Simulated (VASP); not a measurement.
# Al (Fm-3m) in VASP: further runs, part 2 of 2

VASP 6.6.1. The steps go on from the part before.

### Step 3. Single point, PBE (volume scaled by 0.7)

INCAR reads:

```
  PREC = Accurate
  ENCUT = 520
  EDIFF = 1E-6
  ISMEAR = -1
  SIGMA = 0.05
  LREAL = False
  LASPH = True
  NELM = 100
  ALGO = Normal
  ISIF = 2
  LWAVE = False
  LCHARG = True
  GGA = PE
  LELF = True
  LVHAR = True
  NBANDS = 8
```

KPOINTS reads:

```
regular mesh
0
Gamma
  18 18 18
```

POSCAR reads:

```
Al
1.0
    0.0000000000      1.7941631512      1.7941631512
    1.7941631512      0.0000000000      1.7941631512
    1.7941631512      1.7941631512      0.0000000000
Al
1
Direct
    0.0000000000      0.0000000000      0.0000000000
```

Potentials or basis: VASP PAW PBE potentials, release 64 (Al).

Started as:

```bash
> cat potpaw_PBE.64/Al/POTCAR > POTCAR
> mpirun -np 1 vasp_std > vasp.out
```

OUTCAR:

```text
PREC = Accurate
   ENCUT = 520
   EDIFF = 1E-6
   ISMEAR = -1
   LREAL = False
   LASPH = True
   NELM = 100
   ISIF = 2
   GGA = PE

 ion  position               nearest neighbor table
   1  0.000  0.000  0.000-

  LATTYP: Found a face centered cubic cell.
 ALAT       =     3.5883263024

  Lattice vectors:

 A1 = (   0.0000000000,   1.7941631512,   1.7941631512)
 A2 = (   1.7941631512,   0.0000000000,   1.7941631512)
 A3 = (   1.7941631512,   1.7941631512,   0.0000000000)

Analysis of symmetry for initial positions (statically):
=====================================================================
 Subroutine PRICEL returns:
 Original cell was already a primitive cell.

 Routine SETGRP: Setting up the symmetry group for a
 face centered cubic supercell.

 Subroutine GETGRP returns: Found 48 space group operations
 (whereof 48 operations were pure point group operations)
 out of a pool of 48 trial point group operations.

The static configuration has the point symmetry O_h .

Analysis of symmetry for dynamics (positions and initial velocities):
=====================================================================
 Subroutine PRICEL returns:
 Original cell was already a primitive cell.

 Routine SETGRP: Setting up the symmetry group for a
 face centered cubic supercell.

 Subroutine GETGRP returns: Found 48 space group operations
 (whereof 48 operations were pure point group operations)
 out of a pool of 48 trial point group operations.

The dynamic configuration has the point symmetry O_h .

 Subroutine INISYM returns: Found 48 space group operations
 (whereof 48 operations are pure point group operations),
 and found     1 'primitive' translations

----------------------------------------------------------------------------------------

                                     Primitive cell
[... 102 lines left out ...]
   EMIN   =  10.00;   EMAX   =-10.00  energy-range for DOS
   EFERMI =   0.00;   METHOD = LEGACY
   ISMEAR =    -1;   SIGMA  =   0.05  broadening in eV -4-tet -1-fermi 0-gaus
   EFERMI_NEDOS =   21; number of points for ismear=-14 and -15
   IALGO  =     38    algorithm
   IMIX   =      4    mixing-type and parameters
     AMIX     =   0.40;   BMIX     =  1.00
     AMIX_MAG =   1.60;   BMIX_MAG =  1.00
  volume/ion in A,a.u.               =      11.55        77.95
  Fermi-wavevector in a.u.,A,eV,Ry     =   1.044504  1.973826 14.843793  1.090988
  Thomas-Fermi vector in A             =   2.179259
   LORBIT       =      0    0 simple, 1 ext, 2 COOP (PROOUT), +10 PAW based schemes
   GGA     = PE    functional components
   LHFCALC =     F    Hartree Fock is set to
   AEXX    =    0.0000 exact exchange contribution
   IVDW    =     0    specifies the selected vdW correction
   LEPSILON=     F    determine dielectric tensor
   LRPA    =     F    only Hartree local field effects (RPA)
 non-spin polarized calculation
  energy-cutoff  :      520.00
  volume of cell :       11.55
 maximum number of plane-waves:       331
   NGX =  9   NGY =  9   NGZ =  9

 number of electron       3.0000000 magnetization

 Free energy of the ion-electron system (eV)
  ---------------------------------------------------
  ext. energy  EPLUGINS =         0.00000000
  ---------------------------------------------------
  free energy    TOTEN  =        -3.06453831 eV

  energy without entropy =       -3.06199359  energy(sigma->0) =       -3.06326595

 E-fermi :  12.2062     XC(G=0): -11.5637

 val. band max:       12.1464004206   @ k =  -0.4444   0.3333   0.1111
 cond. band min:      12.2221798589   @ k =   0.5000   0.3889   0.0000
 fundamental gap:      0.0757794383
 Fermi energy:        12.2061695109

 k-point     1 :       0.0000    0.0000    0.0000
  band No.  band energies     occupation
      1      -1.5551      2.00000
      2      27.0596      0.00000
      3      27.0596      0.00000
      4      27.0596      0.00000
      5      31.5778      0.00000
      6      31.6851      0.00000
      7      31.6851      0.00000
      8      31.6851      0.00000
[... 243 lines left out ...]
 k-point    24 :      -0.2222    0.0556    0.0000
  band No.  band energies     occupation
      1       0.5100      2.00000
      2      16.9344      0.00000
      3      23.9102      0.00000
      4      27.1063      0.00000
      5      29.9100      0.00000
      6      30.9087      0.00000
      7      31.8609      0.00000
      8      34.8119      0.00000

 [... further k-points ...]
[... 5 lines left out ...]
  --------------------------------------------------------------------------------------
  -------------------------------------------------------------------------------------
  Total        4.3765568      4.3765568      4.3765568      0.0000000     -0.0000000     -0.0000000
  in kB      607.0540415    607.0540415    607.0540415      0.0000000     -0.0000000     -0.0000000
  external PRESSURE =     607.0540415 kB  Pullay stress =       0.0000000 kB

 VOLUME and BASIS-vectors are now :
 -----------------------------------------------------------------------------
  energy-cutoff  :      520.00
  volume of cell :       11.55
      direct lattice vectors                 reciprocal lattice vectors
     0.000000000  1.794163151  1.794163151    -0.278681456  0.278681456  0.278681456
     1.794163151  0.000000000  1.794163151     0.278681456 -0.278681456  0.278681456
     1.794163151  1.794163151  0.000000000     0.278681456  0.278681456 -0.278681456

 POSITION                                       TOTAL-FORCE (eV/Angst)
 -----------------------------------------------------------------------------------
      0.00000      0.00000      0.00000        -0.000000      0.000000     -0.000000
 -----------------------------------------------------------------------------------
    total drift:                               -0.000000     -0.000000     -0.000000

  FREE ENERGIE OF THE ION-ELECTRON SYSTEM (eV)
  ---------------------------------------------------
  free  energy   TOTEN  =        -3.0645383104 eV

  energy  without entropy=       -3.0619935867  energy(sigma->0) =       -3.06326595
```

stdout:

```text
POSCAR found type information on POSCAR Al
 POSCAR found :  1 types and       1 ions
 scaLAPACK will be used
 LDA part: xc-table for (Slater+PW92), standard interpolation
 POSCAR, INCAR and KPOINTS ok, starting setup
 FFT: planning ... GRIDC
 FFT: planning ... GRID_SOFT
 FFT: planning ... GRID
 WAVECAR not read
 entering main loop
```

It took 18 s on 1 thread of AMD EPYC 7R43 (Zen 3), shared host; peak memory 0.09 GiB.

What came out:

* Free energy: -3.0645 eV
* Pressure: 60.7 GPa

### Step 4. Single point, PBE (volume scaled by 0.7)

INCAR reads:

```
SYSTEM = Al
  ALGO = Normal
  EDIFF = 1E-7
  ENCUT = 520
  GGA = PE
  ISIF = 2
  ISMEAR = -1
  LASPH = .True.
  LCHARG = .False.
  LREAL = .False.
  LWAVE = .False.
  NBANDS = 8
  NELM = 80
  PREC = Accurate
  SIGMA = 0.05
```

KPOINTS reads:

```
k-points
0
Gamma
  18 18 18
  0 0 0
```

POSCAR is that of step 3.

Started as:

```bash
> cat potpaw_PBE.64/Al/POTCAR > POTCAR
> mpirun -np 1 vasp_std > vasp.out
```

It took 20 s on 1 thread of AMD EPYC 7R43 (Zen 3), shared host; peak memory 0.09 GiB.

It converged, with:

| Quantity | Value |
| --- | --- |
| Free energy | -3.0645 eV |
| Pressure | 60.7 GPa |

Levels at points of the mesh, in eV from the Fermi level:
```csv
k point,band 1,band 2,band 3,band 4
"(0.00, 0.00, 0.00)",-13.76,14.85,14.85,14.85
"(0.50, 0.00, 0.00)",-6.03,-4.87,13.31,13.31
"(0.50, 0.50, 0.00)",-3.70,-1.85,5.35,7.65
```

### Step 5. Single point, PBE (volume scaled by 0.8)

INCAR reads:

```
SYSTEM = Al
ALGO = Normal ; EDIFF = 1E-6
ENCUT = 520 ; GGA = PE
ISIF = 2 ; ISMEAR = -1
LASPH = .True. ; LCHARG = .False.
LREAL = .False. ; LWAVE = .False.
NBANDS = 8 ; NELM = 80
PREC = Accurate ; SIGMA = 0.05
```

KPOINTS is that of step 4.

POSCAR reads:

```
Al
1.0
    0.0000000000      1.8758261325      1.8758261325
    1.8758261325      0.0000000000      1.8758261325
    1.8758261325      1.8758261325      0.0000000000
Al
1
Direct
    0.0000000000      0.0000000000      0.0000000000
```

Potentials or basis: VASP PAW PBE potentials, release 64 (Al).

Started as:

```bash
> cat potpaw_PBE.64/Al/POTCAR > POTCAR
> mpirun -np 1 vasp_std > vasp.out
```

OUTCAR:

```text
SYSTEM = Al
   EDIFF = 1E-6
   ENCUT = 520
   GGA = PE
   ISIF = 2
   ISMEAR = -1
   LASPH = .True.
   LREAL = .False.
   NELM = 80
   PREC = Accurate

 ion  position               nearest neighbor table
   1  0.000  0.000  0.000-

  LATTYP: Found a face centered cubic cell.
 ALAT       =     3.7516522650

  Lattice vectors:

 A1 = (   0.0000000000,   1.8758261325,   1.8758261325)
 A2 = (   1.8758261325,   0.0000000000,   1.8758261325)
 A3 = (   1.8758261325,   1.8758261325,   0.0000000000)

Analysis of symmetry for initial positions (statically):
=====================================================================
 Subroutine PRICEL returns:
 Original cell was already a primitive cell.

 Routine SETGRP: Setting up the symmetry group for a
 face centered cubic supercell.

 Subroutine GETGRP returns: Found 48 space group operations
 (whereof 48 operations were pure point group operations)
 out of a pool of 48 trial point group operations.

The static configuration has the point symmetry O_h .

Analysis of symmetry for dynamics (positions and initial velocities):
=====================================================================
 Subroutine PRICEL returns:
 Original cell was already a primitive cell.

 Routine SETGRP: Setting up the symmetry group for a
 face centered cubic supercell.

 Subroutine GETGRP returns: Found 48 space group operations
 (whereof 48 operations were pure point group operations)
 out of a pool of 48 trial point group operations.

The dynamic configuration has the point symmetry O_h .

 Subroutine INISYM returns: Found 48 space group operations
 (whereof 48 operations are pure point group operations),
 and found     1 'primitive' translations

----------------------------------------------------------------------------------------

                                     Primitive cell

  volume of cell :      13.2010

  direct lattice vectors                    reciprocal lattice vectors
     0.000000000  1.875826133  1.875826133    -0.266549224  0.266549224  0.266549224
     1.875826133  0.000000000  1.875826133     0.266549224 -0.266549224  0.266549224
     1.875826133  1.875826133  0.000000000     0.266549224  0.266549224 -0.266549224

  length of vectors
     2.652818757  2.652818757  2.652818757     0.461676799  0.461676799  0.461676799

  position of ions in fractional coordinates (direct lattice)
     0.000000000  0.000000000  0.000000000

  ion indices of the primitive-cell ions
   primitive index   ion index
                 1           1

----------------------------------------------------------------------------------------

 KPOINTS: k-points

Automatic generation of k-mesh.
 Grid dimensions read from file:
 generate k-points for:   18   18   18

 Generating k-lattice:

  Cartesian coordinates                     Fractional coordinates (reciprocal lattice)
    -0.014808290  0.014808290  0.014808290     0.055555556  0.000000000  0.000000000
     0.014808290 -0.014808290  0.014808290     0.000000000  0.055555556  0.000000000
     0.014808290  0.014808290 -0.014808290     0.000000000  0.000000000  0.055555556

  Length of vectors
     0.025648711  0.025648711  0.025648711

  Shift w.r.t. Gamma in fractional coordinates (k-lattice)
     0.000000000  0.000000000  0.000000000

 Subroutine IBZKPT returns following result:
 ===========================================

 Found    195 irreducible k-points:

 Following reciprocal coordinates:
            Coordinates               Weight
  0.000000  0.000000  0.000000      1.000000
  0.055556  0.000000  0.000000      8.000000
  0.111111  0.000000  0.000000      8.000000
  0.166667  0.000000  0.000000      8.000000
  0.222222  0.000000  0.000000      8.000000
  0.277778  0.000000  0.000000      8.000000
[... 16 lines left out ...]
 -0.277778  0.055556  0.000000     24.000000
 -0.222222  0.055556  0.000000     24.000000
 [... further k-points ...]
   k-points           NKPTS =    195   k-points in BZ     NKDIM =    195   number of bands    NBANDS=      8
   number of dos      NEDOS =    301   number of ions     NIONS =      1
   total plane-waves  NPLWV =   8000
   dimension x,y,z NGX =    20 NGY =   20 NGZ =   20
   dimension x,y,z NGXF=    40 NGYF=   40 NGZF=   40
   ions per type =               1
   NGX,Y,Z   is equivalent  to a cutoff of  12.53, 12.53, 12.53 a.u.
   NGXF,Y,Z  is equivalent  to a cutoff of  25.07, 25.07, 25.07 a.u.
 SYSTEM =  Al
   PREC   = accura    normal or accurate (medium, high low for compatibility)
   ISTART =      0    job   : 0-new  1-cont  2-samecut
   ICHARG =      2    charge: 1-file 2-atom 10-const
   ISPIN  =      1    spin polarized calculation?
   LNONCOLLINEAR =      F non collinear calculations
   LSORBIT =      F    spin-orbit coupling
   LASPH  =      T    aspherical Exc in radial PAW
   ENCUT  =  520.0 eV  38.22 Ry    6.18 a.u.   4.93  4.93  4.93*2*pi/ulx,y,z
   NELM   =     80;   NELMIN=  2; NELMDL= -5     # of ELM steps
   EDIFF  = 0.1E-05   stopping-criterion for ELM
   LREAL  =      F    real-space projection
   EDIFFG = 0.1E-04   stopping-criterion for IOM
   NSW    =      0    number of steps for IOM
   IBRION =     -1    ionic relax: 0-MD 1-quasi-New 2-CG
   NFREE  =      0    steps in history (QN), initial steepest desc. (CG)
   ISIF   =      2    stress and relaxation
   ISYM   =      2    0-nonsym 1-usesym 2-fastsym
   POTIM  = 0.5000    time-step for ionic-motion
   TEBEG  =    0.0;   TEEND  =   0.0 temperature during run
   PSTRESS=    0.0 pullay stress
   NELECT =       3.0000    total number of electrons
   NUPDOWN=      -1.0000    fix difference up-down
   EMIN   =  10.00;   EMAX   =-10.00  energy-range for DOS
   EFERMI =   0.00;   METHOD = LEGACY
   ISMEAR =    -1;   SIGMA  =   0.05  broadening in eV -4-tet -1-fermi 0-gaus
   EFERMI_NEDOS =   21; number of points for ismear=-14 and -15
   IALGO  =     38    algorithm
   IMIX   =      4    mixing-type and parameters
     AMIX     =   0.40;   BMIX     =  1.00
     AMIX_MAG =   1.60;   BMIX_MAG =  1.00
  volume/ion in A,a.u.               =      13.20        89.08
  Fermi-wavevector in a.u.,A,eV,Ry     =   0.999032  1.887896 13.579494  0.998065
  Thomas-Fermi vector in A             =   2.131295
   LORBIT       =      0    0 simple, 1 ext, 2 COOP (PROOUT), +10 PAW based schemes
   GGA     = PE    functional components
   LHFCALC =     F    Hartree Fock is set to
   AEXX    =    0.0000 exact exchange contribution
   IVDW    =     0    specifies the selected vdW correction
   LEPSILON=     F    determine dielectric tensor
   LRPA    =     F    only Hartree local field effects (RPA)
 non-spin polarized calculation
  energy-cutoff  :      520.00
  volume of cell :       13.20
 maximum number of plane-waves:       366
   NGX =  9   NGY =  9   NGZ =  9

 number of electron       3.0000000 magnetization

 Free energy of the ion-electron system (eV)
  ---------------------------------------------------
  ext. energy  EPLUGINS =         0.00000000
  ---------------------------------------------------
  free energy    TOTEN  =        -3.50773081 eV

  energy without entropy =       -3.50493086  energy(sigma->0) =       -3.50633084

 E-fermi :  10.5263     XC(G=0): -11.0323

 val. band max:       10.4865779646   @ k =   0.5000   0.4444   0.0556
 cond. band min:      10.5753045107   @ k =   0.5000   0.3889   0.0000
 fundamental gap:      0.0887265461
 Fermi energy:        10.5263098326

 k-point     1 :       0.0000    0.0000    0.0000
  band No.  band energies     occupation
      1      -2.2304      2.00000
      2      24.4673      0.00000
      3      24.4673      0.00000
      4      24.4673      0.00000
      5      27.8188      0.00000
      6      27.8188      0.00000
      7      27.8188      0.00000
      8      28.7176      0.00000

 k-point     2 :       0.0556    0.0000    0.0000
  band No.  band energies     occupation
      1      -2.1332      2.00000
      2      23.0060      0.00000
      3      24.2912      0.00000
      4      24.2912      0.00000
      5      27.9983      0.00000
      6      28.1524      0.00000
      7      28.1524      0.00000
      8      29.9165      0.00000
[... 221 lines left out ...]
 k-point    23 :      -0.2778    0.0556    0.0000
  band No.  band energies     occupation
      1       0.5857      2.00000
      2      12.6179      0.00000
      3      21.0755      0.00000
      4      24.1586      0.00000
      5      25.6630      0.00000
      6      27.0938      0.00000
      7      27.8529      0.00000
      8      32.1734      0.00000

 k-point    24 :      -0.2222    0.0556    0.0000
  band No.  band energies     occupation
      1      -0.3344      2.00000
      2      14.8855      0.00000
      3      21.2667      0.00000
      4      24.3824      0.00000
      5      26.6608      0.00000
      6      27.7355      0.00000
      7      28.4265      0.00000
      8      30.9552      0.00000

 [... further k-points ...]
[... 5 lines left out ...]
  --------------------------------------------------------------------------------------
  -------------------------------------------------------------------------------------
  Total        2.3415573      2.3415573      2.3415573      0.0000000      0.0000000      0.0000000
  in kB      284.1892464    284.1892464    284.1892464      0.0000000      0.0000000      0.0000000
  external PRESSURE =     284.1892464 kB  Pullay stress =       0.0000000 kB

 VOLUME and BASIS-vectors are now :
 -----------------------------------------------------------------------------
  energy-cutoff  :      520.00
  volume of cell :       13.20
      direct lattice vectors                 reciprocal lattice vectors
     0.000000000  1.875826133  1.875826133    -0.266549224  0.266549224  0.266549224
     1.875826133  0.000000000  1.875826133     0.266549224 -0.266549224  0.266549224
     1.875826133  1.875826133  0.000000000     0.266549224  0.266549224 -0.266549224

 POSITION                                       TOTAL-FORCE (eV/Angst)
 -----------------------------------------------------------------------------------
      0.00000      0.00000      0.00000         0.000000      0.000000      0.000000
 -----------------------------------------------------------------------------------
    total drift:                               -0.000000     -0.000000     -0.000000

  FREE ENERGIE OF THE ION-ELECTRON SYSTEM (eV)
  ---------------------------------------------------
  free  energy   TOTEN  =        -3.5077308117 eV

  energy  without entropy=       -3.5049308634  energy(sigma->0) =       -3.50633084
```

stdout:

```text
POSCAR found type information on POSCAR Al
 POSCAR found :  1 types and       1 ions
 scaLAPACK will be used
 LDA part: xc-table for (Slater+PW92), standard interpolation
 POSCAR, INCAR and KPOINTS ok, starting setup
 FFT: planning ... GRIDC
 FFT: planning ... GRID_SOFT
 FFT: planning ... GRID
 WAVECAR not read
 entering main loop
```

Run time: 16 s. Hardware: 1 thread of AMD EPYC 7R43 (Zen 3), shared host; peak memory 0.09 GiB.

Results:

```yaml
Free_energy: -3.5077 eV
Pressure: 28.4 GPa
```

### Step 6. Single point, PBE (volume scaled by 0.8)

INCAR reads:

```
PREC = Accurate ; ENCUT = 520
EDIFF = 1E-6 ; ISMEAR = -1
SIGMA = 0.05 ; LREAL = False
LASPH = True ; NELM = 60
ALGO = Normal ; ISIF = 2
LWAVE = False ; LCHARG = False
GGA = PE ; NBANDS = 8
```

KPOINTS reads:

```
regular mesh
0
Gamma
  18 18 18
```

POSCAR is that of step 5.

Potentials or basis: VASP PAW PBE potentials, release 64 (Al).

Started as:

```bash
> cat potpaw_PBE.64/Al/POTCAR > POTCAR
> mpirun -np 1 vasp_std > vasp.out
```

Wall time 16 s (1 thread of AMD EPYC 7R43 (Zen 3), shared host); peak memory 0.09 GiB.

It converged, with:

```
Free energy : -3.5077 eV
Pressure    : 28.4 GPa
```

Levels at points of the mesh, in eV from the Fermi level:
```tsv
k point	band 1	band 2	band 3	band 4	band 5	band 6
(0.00, 0.00, 0.00)	-12.76	13.94	13.94	13.94	17.29	17.29
(0.50, 0.00, 0.00)	-5.51	-4.70	12.56	12.56	14.04	14.04
(0.50, 0.50, 0.00)	-3.45	-1.73	5.30	6.77	6.77	11.54
```

### Step 7. Overview

| cell | gap on the mesh (eV) | pressure (GPa) |
| --- | --- | --- |
| a = 2.410 Å, angles 60.0°, 1 atom | none | 119.2 |
| a = 2.537 Å, angles 60.0°, 1 atom | none | 60.7 |
| a = 2.653 Å, angles 60.0°, 1 atom | none | 28.4 |

Alike in all rows: task single point; level PBE; potentials or basis VASP PAW PBE potentials, release 64 (Al); no spin polarisation; k mesh 18 × 18 × 18; cutoff (eV) 520; smearing fermi-dirac 0.05 eV.

Absolute energies hang on the potentials; compare differences alone.
